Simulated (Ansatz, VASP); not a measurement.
# One calculation of Mg3Zr, two programs

```
Mg Zr
1.0
     4.47892    0.00000    0.00000
     0.00000    4.47892    0.00000
     0.00000    0.00000    4.47892
Mg Zr
3 1
Direct
  0.50000 0.50000 0.00000
  0.50000 0.00000 0.50000
  0.00000 0.50000 0.50000
  0.00000 0.00000 0.00000
```

Alike in both runs: task single point; functional LDA; k mesh 5 × 5 × 5; occupations gaussian, width 0.1 eV; no spin polarisation.

|  | VASP | Ansatz |
| --- | --- | --- |
| version | VASP 6.6.1 | Ansatz 0.2.0 |
| potentials or method | VASP PAW LDA potentials, release 64 (Mg, Zr_sv), cutoff 520 eV | plane waves, PAW |
| valence electrons in the cell | 18 | 42 |

Ansatz gave:

```
pressure (GPa) : -4.0
```

Q: What did VASP give for the same quantities?

A: Pressure (GPa): -4.3.

LDA's correlation is that of Perdew and Zunger in VASP and of Perdew and Wang (1992) in Ansatz. VASP's potentials hold 18 valence electrons a cell and Ansatz's 42, so a difference there can come from the potentials and not from the codes.
